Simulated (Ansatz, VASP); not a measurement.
**SnSe in VASP and in Ansatz**

```
Sn Se
1.0
     4.96107    0.00000    0.00000
    -2.48053    4.29641    0.00000
     0.00000    0.00000    5.94941
Sn Se
2 2
Direct
  0.33333 0.66667 0.25000
  0.66667 0.33333 0.75000
  0.66667 0.33333 0.25000
  0.33333 0.66667 0.75000
```

Alike in both runs: task single point; functional r2SCAN; k mesh 6 × 6 × 4; no spin polarisation.

|  | VASP | Ansatz |
| --- | --- | --- |
| version | VASP 6.6.1 | Ansatz 0.2.0 |
| potentials or method | VASP PAW PBE potentials, release 64 (Sn_d, Se) | plane waves, PAW |
| plane-wave cutoff (eV) | 550 | 500 |
| occupations | gaussian, width 0.01 eV | fixed |
| valence electrons in the cell | 40 | 60 |

```tsv
	VASP	Ansatz	Ansatz less VASP
gap on the k mesh at the Fermi level (eV)	0.41	0.41	+0.001
pressure (GPa)	2.8	2.8	-0.01
traceless stress, the component that is largest in VASP (GPa)	0.12	0.11	-0.002
```

VASP's potentials were made for PBE, not for r2SCAN. VASP's potentials hold 40 valence electrons a cell and Ansatz's 60, so a difference there can come from the potentials and not from the codes.
